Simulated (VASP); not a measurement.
# W (Im-3m) in VASP: notebook, part 3 of 3

VASP 6.6.1.

### Step 5. Relaxation of cell and atoms, PBE

This run uses another cell than the first one, of 16.08 Å³/atom, 0.996 times its volume.

Contents of INCAR:

```
SYSTEM = W
ALGO = Normal ; EDIFF = 1E-6
EDIFFG = -0.005 ; ENCUT = 600
GGA = PE ; IBRION = 2
ISIF = 3 ; ISMEAR = 0
LASPH = .True. ; LCHARG = .False.
LREAL = .False. ; LWAVE = .False.
NELM = 100 ; NSW = 80
PREC = Accurate ; SIGMA = 0.1
```

Contents of KPOINTS:

```
k-points
0
Gamma
  16 16 16
  0 0 0
```

Contents of POSCAR:

```
W
1.0
   -1.5900000000      1.5900000000      1.5900000000
    1.5900000000     -1.5900000000      1.5900000000
    1.5900000000      1.5900000000     -1.5900000000
W
1
Direct
    0.0000000000      0.0000000000      0.0000000000
```

Potentials or basis: VASP PAW PBE potentials, release 64 (W_sv).

The run is started by

```console
> cat potpaw_PBE.64/W_sv/POTCAR > POTCAR
> mpirun -np 1 vasp_std > vasp.out
```

OUTCAR:

```text
SYSTEM = W
   EDIFF = 1E-6
   EDIFFG = -0.005
   ENCUT = 600
   GGA = PE
   IBRION = 2
   ISIF = 3
   ISMEAR = 0
   LASPH = .True.
   LREAL = .False.
   NELM = 100
   NSW = 80
   PREC = Accurate

 ion  position               nearest neighbor table
   1  0.000  0.000  0.000-

  LATTYP: Found a body centered cubic cell.
 ALAT       =     3.1800000000

  Lattice vectors:

 A1 = (  -1.5900000000,   1.5900000000,   1.5900000000)
 A2 = (   1.5900000000,  -1.5900000000,   1.5900000000)
 A3 = (   1.5900000000,   1.5900000000,  -1.5900000000)

Analysis of symmetry for initial positions (statically):
=====================================================================
 Subroutine PRICEL returns:
 Original cell was already a primitive cell.

 Routine SETGRP: Setting up the symmetry group for a
 body centered cubic supercell.

 Subroutine GETGRP returns: Found 48 space group operations
 (whereof 48 operations were pure point group operations)
 out of a pool of 48 trial point group operations.

The static configuration has the point symmetry O_h .

Analysis of symmetry for dynamics (positions and initial velocities):
=====================================================================
 Subroutine PRICEL returns:
 Original cell was already a primitive cell.

 Routine SETGRP: Setting up the symmetry group for a
 body centered cubic supercell.

 Subroutine GETGRP returns: Found 48 space group operations
 (whereof 48 operations were pure point group operations)
 out of a pool of 48 trial point group operations.

The dynamic configuration has the point symmetry O_h .

 Subroutine INISYM returns: Found 48 space group operations
 (whereof 48 operations are pure point group operations),
 and found     1 'primitive' translations

----------------------------------------------------------------------------------------

                                     Primitive cell

  volume of cell :      16.0787

  direct lattice vectors                    reciprocal lattice vectors
    -1.590000000  1.590000000  1.590000000     0.000000000  0.314465409  0.314465409
     1.590000000 -1.590000000  1.590000000     0.314465409  0.000000000  0.314465409
     1.590000000  1.590000000 -1.590000000     0.314465409  0.314465409  0.000000000

  length of vectors
     2.753960784  2.753960784  2.753960784     0.444721246  0.444721246  0.444721246

  position of ions in fractional coordinates (direct lattice)
     0.000000000  0.000000000  0.000000000

  ion indices of the primitive-cell ions
   primitive index   ion index
                 1           1

----------------------------------------------------------------------------------------

 KPOINTS: k-points

Automatic generation of k-mesh.
 Grid dimensions read from file:
 generate k-points for:   16   16   16

 Generating k-lattice:

  Cartesian coordinates                     Fractional coordinates (reciprocal lattice)
     0.000000000  0.019654088  0.019654088     0.062500000  0.000000000  0.000000000
[... 48 lines left out ...]
   NGXF,Y,Z  is equivalent  to a cutoff of  28.98, 28.98, 28.98 a.u.
 SYSTEM =  W
   PREC   = accura    normal or accurate (medium, high low for compatibility)
   ISTART =      0    job   : 0-new  1-cont  2-samecut
   ICHARG =      2    charge: 1-file 2-atom 10-const
   ISPIN  =      1    spin polarized calculation?
   LNONCOLLINEAR =      F non collinear calculations
   LSORBIT =      F    spin-orbit coupling
   LASPH  =      T    aspherical Exc in radial PAW
   ENCUT  =  600.0 eV  44.10 Ry    6.64 a.u.   5.50  5.50  5.50*2*pi/ulx,y,z
   NELM   =    100;   NELMIN=  2; NELMDL= -5     # of ELM steps
   EDIFF  = 0.1E-05   stopping-criterion for ELM
   LREAL  =      F    real-space projection
   EDIFFG = -.5E-02   stopping-criterion for IOM
   NSW    =     80    number of steps for IOM
   IBRION =      2    ionic relax: 0-MD 1-quasi-New 2-CG
   NFREE  =      1    steps in history (QN), initial steepest desc. (CG)
   ISIF   =      3    stress and relaxation
   ISYM   =      2    0-nonsym 1-usesym 2-fastsym
   POTIM  = 0.5000    time-step for ionic-motion
   TEBEG  =    0.0;   TEEND  =   0.0 temperature during run
   PSTRESS=    0.0 pullay stress
   NELECT =      14.0000    total number of electrons
   NUPDOWN=      -1.0000    fix difference up-down
   EMIN   =  10.00;   EMAX   =-10.00  energy-range for DOS
   EFERMI =   0.00;   METHOD = LEGACY
   ISMEAR =     0;   SIGMA  =   0.10  broadening in eV -4-tet -1-fermi 0-gaus
   EFERMI_NEDOS =   21; number of points for ismear=-14 and -15
   IALGO  =     38    algorithm
   IMIX   =      4    mixing-type and parameters
     AMIX     =   0.40;   BMIX     =  1.00
     AMIX_MAG =   1.60;   BMIX_MAG =  1.00
  volume/ion in A,a.u.               =      16.08       108.50
  Fermi-wavevector in a.u.,A,eV,Ry     =   1.563269  2.954150 33.250054  2.443810
  Thomas-Fermi vector in A             =   2.666065
   LORBIT       =      0    0 simple, 1 ext, 2 COOP (PROOUT), +10 PAW based schemes
   GGA     = PE    functional components
   LHFCALC =     F    Hartree Fock is set to
   AEXX    =    0.0000 exact exchange contribution
   IVDW    =     0    specifies the selected vdW correction
   LEPSILON=     F    determine dielectric tensor
   LRPA    =     F    only Hartree local field effects (RPA)
 conjugate gradient relaxation of ions
 non-spin polarized calculation
 Gauss-broadening in eV      SIGMA  =   0.10
  energy-cutoff  :      600.00
  volume of cell :       16.08
 maximum number of plane-waves:       555
 NGX is ok and might be reduce to    24
   NGX = 11   NGY = 11   NGZ = 11

--------------------------------------- Ionic step        1  -------------------------------------------

 number of electron      14.0000002 magnetization

 Free energy of the ion-electron system (eV)
  ---------------------------------------------------
  ext. energy  EPLUGINS =         0.00000000
  ---------------------------------------------------
  free energy    TOTEN  =       -12.95820214 eV

  energy without entropy =      -12.95490564  energy(sigma->0) =      -12.95655389

------------------------ aborting loop because EDIFF is reached ----------------------------------------

  FORCE on cell =-STRESS in cart. coord.  units (eV):
  Direction    XX          YY          ZZ          XY          YZ          ZX
  --------------------------------------------------------------------------------------
  -------------------------------------------------------------------------------------
  Total        0.1364452      0.1364452      0.1364452      0.0000000      0.0000000      0.0000000
  in kB       13.5961985     13.5961985     13.5961985      0.0000000      0.0000000      0.0000000
  external PRESSURE =      13.5961985 kB  Pullay stress =       0.0000000 kB
[... 57 lines left out ...]
--------------------------------------- Ionic step        3  -------------------------------------------

 number of electron      14.0000002 magnetization

 Free energy of the ion-electron system (eV)
  ---------------------------------------------------
  ext. energy  EPLUGINS =         0.00000000
  ---------------------------------------------------
  free energy    TOTEN  =       -12.95850684 eV

  energy without entropy =      -12.95515689  energy(sigma->0) =      -12.95683186

 E-fermi :  11.2115     XC(G=0): -13.5345

 val. band max:       11.1939840014   @ k =  -0.2500   0.3125   0.1250
 cond. band min:      11.2149064727   @ k =  -0.3125   0.3125   0.1875
 fundamental gap:      0.0209224713
 Fermi energy:        11.2114693530

 k-point     1 :       0.0000    0.0000    0.0000
  band No.  band energies     occupation
      1     -63.0308      2.00000
      2     -26.6199      2.00000
      3     -26.6199      2.00000
      4     -26.6199      2.00000
      5       1.6412      2.00000
      6       9.9776      2.00000
      7       9.9776      2.00000
      8       9.9776      2.00000
      9      13.3930      0.00000
     10      13.3930      0.00000
     11      25.6484      0.00000
[... 309 lines left out ...]
 k-point    24 :       0.2500    0.1875    0.0000
  band No.  band energies     occupation
      1     -62.9216      2.00000
      2     -27.5721      2.00000
      3     -27.0162      2.00000
      4     -26.7243      2.00000
      5       5.8941      2.00000
      6       8.1151      2.00000
      7       8.8881      2.00000
      8      12.7180      0.00000
      9      14.2097      0.00000
     10      16.3501      0.00000
     11      23.4277      0.00000

 [... further k-points ...]

------------------------ aborting loop because EDIFF is reached ----------------------------------------

  FORCE on cell =-STRESS in cart. coord.  units (eV):
  Direction    XX          YY          ZZ          XY          YZ          ZX
  --------------------------------------------------------------------------------------
  -------------------------------------------------------------------------------------
  Total       -0.0009446     -0.0009446     -0.0009446      0.0000000      0.0000000     -0.0000000
  in kB       -0.0937038     -0.0937038     -0.0937038      0.0000000      0.0000000     -0.0000000
  external PRESSURE =      -0.0937038 kB  Pullay stress =       0.0000000 kB
[... 16 lines left out ...]
  FREE ENERGIE OF THE ION-ELECTRON SYSTEM (eV)
  ---------------------------------------------------
  free  energy   TOTEN  =       -12.9585068392 eV

  energy  without entropy=      -12.9551568857  energy(sigma->0) =      -12.95683186

 reached required accuracy - stopping structural energy minimisation
```

Wall time 16 s (1 thread of Intel Xeon 6975P-C (Granite Rapids), shared host); peak memory 0.16 GiB.

Results:

* Free energy: -12.9585 eV
* Relaxed volume: 16.15 Å³/atom
* Relaxed cell: a = 2.758 Å, b = 2.758 Å, c = 2.758 Å, α = 109.47°, β = 109.47°, γ = 109.47°
* Space group after relaxing (to 0.05 Å): Im-3m (No. 229)
* Energy gained by relaxing: 0.3 meV/atom
* Ionic steps: 3
* Pressure after relaxing: 0.0 GPa
* Band gap on the k mesh: zero (band 7 reaches 16.21 eV, above the bottom of band 8 at 9.98 eV)

The path:
```csv
step,energy change (eV),largest force (eV/Å),pressure (GPa),volume (Å³)
1,0.0000,0.0000,1.36,16.08
2,0.0032,0.0000,-4.44,16.40
3,-0.0003,0.0000,-0.01,16.15
```

Final structure:
```
W
1.0
    -1.59238    1.59238    1.59238
     1.59238   -1.59238    1.59238
     1.59238    1.59238   -1.59238
W
1
Direct
  0.00000 0.00000 0.00000
```

Caveat: spin-orbit coupling is left out, which moves the levels of the heavy elements.

### Step 6. Single point, PBE

Contents of INCAR:

```
SYSTEM = W
PREC = Accurate
ENCUT = 520
EDIFF = 1E-6
ISMEAR = 0
SIGMA = 0.1
LREAL = .FALSE.
LASPH = .TRUE.
NELM = 100
ALGO = Fast
ISIF = 2
LWAVE = .FALSE.
LCHARG = .FALSE.
GGA = PE
NBANDS = 13
```

Contents of KPOINTS:

```
Automatic mesh
0
G
  32 32 32
  0 0 0
```

Contents of POSCAR:

```
W
1.0
   -1.5919593383      1.5919593383      1.5919593383
    1.5919593383     -1.5919593383      1.5919593383
    1.5919593383      1.5919593383     -1.5919593383
W
1
Direct
    0.0000000000      0.0000000000      0.0000000000
```

Potentials or basis: VASP PAW PBE potentials, release 64 (W_sv).

The run is started by

```console
> cat potpaw_PBE.64/W_sv/POTCAR > POTCAR
> mpirun -np 1 vasp_std > vasp.out
```

OUTCAR:

```text
SYSTEM = W
   PREC = Accurate
   ENCUT = 520
   EDIFF = 1E-6
   ISMEAR = 0
   LREAL = .FALSE.
   LASPH = .TRUE.
   NELM = 100
   ISIF = 2
   GGA = PE

 ion  position               nearest neighbor table
   1  0.000  0.000  0.000-

  LATTYP: Found a body centered cubic cell.
 ALAT       =     3.1839186766

  Lattice vectors:

 A1 = (  -1.5919593383,   1.5919593383,   1.5919593383)
 A2 = (   1.5919593383,  -1.5919593383,   1.5919593383)
 A3 = (   1.5919593383,   1.5919593383,  -1.5919593383)

Analysis of symmetry for initial positions (statically):
=====================================================================
 Subroutine PRICEL returns:
 Original cell was already a primitive cell.

 Routine SETGRP: Setting up the symmetry group for a
 body centered cubic supercell.

 Subroutine GETGRP returns: Found 48 space group operations
 (whereof 48 operations were pure point group operations)
[... 161 lines left out ...]

  energy without entropy =      -12.95232860  energy(sigma->0) =      -12.95370549

 E-fermi :  11.2185     XC(G=0): -13.5400

 val. band max:       11.2176424094   @ k =  -0.3750   0.4688   0.2813
 cond. band min:      11.2186780255   @ k =  -0.4688   0.4688   0.2813
 fundamental gap:      0.0010356161
 Fermi energy:        11.2184802013

 k-point     1 :       0.0000    0.0000    0.0000
  band No.  band energies     occupation
      1     -63.0247      2.00000
      2     -26.6119      2.00000
      3     -26.6119      2.00000
      4     -26.6119      2.00000
      5       1.6483      2.00000
      6       9.9851      2.00000
      7       9.9851      2.00000
      8       9.9851      2.00000
      9      13.4039      0.00000
     10      13.4039      0.00000
     11      25.6623      0.00000
     12      25.6623      0.00000
     13      25.6623      0.00000
[... 354 lines left out ...]
  band No.  band energies     occupation
      1     -62.9685      2.00000
      2     -27.1864      2.00000
      3     -26.7937      2.00000
      4     -26.6194      2.00000
      5       3.8476      2.00000
      6       8.8153      2.00000
      7       9.3657      2.00000
      8      12.4197      0.00000
      9      12.7025      0.00000
     10      13.5971      0.00000
     11      26.0942      0.00000
     12      27.7818      0.00000
     13      29.5584      0.00000

 [... further k-points ...]
[... 5 lines left out ...]
  --------------------------------------------------------------------------------------
  -------------------------------------------------------------------------------------
  Total        0.0436824      0.0436824      0.0436824      0.0000000     -0.0000000      0.0000000
  in kB        4.3367205      4.3367205      4.3367205      0.0000000     -0.0000000      0.0000000
  external PRESSURE =       4.3367205 kB  Pullay stress =       0.0000000 kB

 VOLUME and BASIS-vectors are now :
 -----------------------------------------------------------------------------
  energy-cutoff  :      520.00
  volume of cell :       16.14
      direct lattice vectors                 reciprocal lattice vectors
    -1.591959338  1.591959338  1.591959338     0.000000000  0.314078374  0.314078374
     1.591959338 -1.591959338  1.591959338     0.314078374  0.000000000  0.314078374
     1.591959338  1.591959338 -1.591959338     0.314078374  0.314078374  0.000000000

 POSITION                                       TOTAL-FORCE (eV/Angst)
 -----------------------------------------------------------------------------------
      0.00000      0.00000      0.00000         0.000000      0.000000      0.000000
 -----------------------------------------------------------------------------------
    total drift:                                0.000000      0.000000      0.000000

  FREE ENERGIE OF THE ION-ELECTRON SYSTEM (eV)
  ---------------------------------------------------
  free  energy   TOTEN  =       -12.9550823792 eV

  energy  without entropy=      -12.9523286024  energy(sigma->0) =      -12.95370549
```

stdout:

```text
POSCAR found type information on POSCAR W
 POSCAR found :  1 types and       1 ions
 scaLAPACK will be used
 LDA part: xc-table for (Slater+PW92), standard interpolation
 POSCAR, INCAR and KPOINTS ok, starting setup
 FFT: planning ... GRIDC
 FFT: planning ... GRID_SOFT
 FFT: planning ... GRID
 WAVECAR not read
 entering main loop
WARNING in EDDRMM: call to ZHEGV failed, returncode =   6  3     11
```

Run time: 54 s. Hardware: 1 thread of Intel Xeon 6975P-C (Granite Rapids), shared host; peak memory 0.29 GiB.

Results:

* Free energy: -12.9551 eV
* Pressure: 0.4 GPa
* Band gap on the k mesh: zero (band 7 reaches 16.22 eV, above the bottom of band 8 at 9.99 eV)

Caveat: spin-orbit coupling is left out, which moves the levels of the heavy elements.

### Step 7. Summary

| task | cell | k mesh | cutoff (eV) | gap on the mesh (eV) | pressure (GPa) | relaxed volume (Å³/atom) |
| --- | --- | --- | --- | --- | --- | --- |
| single point | a = 2.758 Å, angles 109.5°, 1 atom | 12 × 12 × 12 | 520 | none | 0.5 | - |
| single point | a = 2.756 Å, angles 109.5°, 1 atom | 16 × 16 × 16 | 520 | none | 0.5 | - |
| relaxation of cell and atoms | relaxed from a = 2.754 Å, angles 109.5°, 1 atom | 12 × 12 × 12 | 600 | none | 0.0 | 16.18 |
| relaxation of cell and atoms | relaxed from a = 2.754 Å, angles 109.5°, 1 atom | 16 × 16 × 16 | 600 | none | 0.0 | 16.15 |
| single point | a = 2.757 Å, angles 109.5°, 1 atom | 32 × 32 × 32 | 520 | none | 0.4 | - |

Alike in all rows: level PBE; potentials or basis VASP PAW PBE potentials, release 64 (W_sv); no spin polarisation; smearing gaussian 0.1 eV.

Every run on the cell as given and a fine mesh finds a metal.

Caveats: spin-orbit coupling is left out, which moves the levels of the heavy elements.

Total energies depend on the potentials used, so only differences within one code and one set of settings carry meaning.
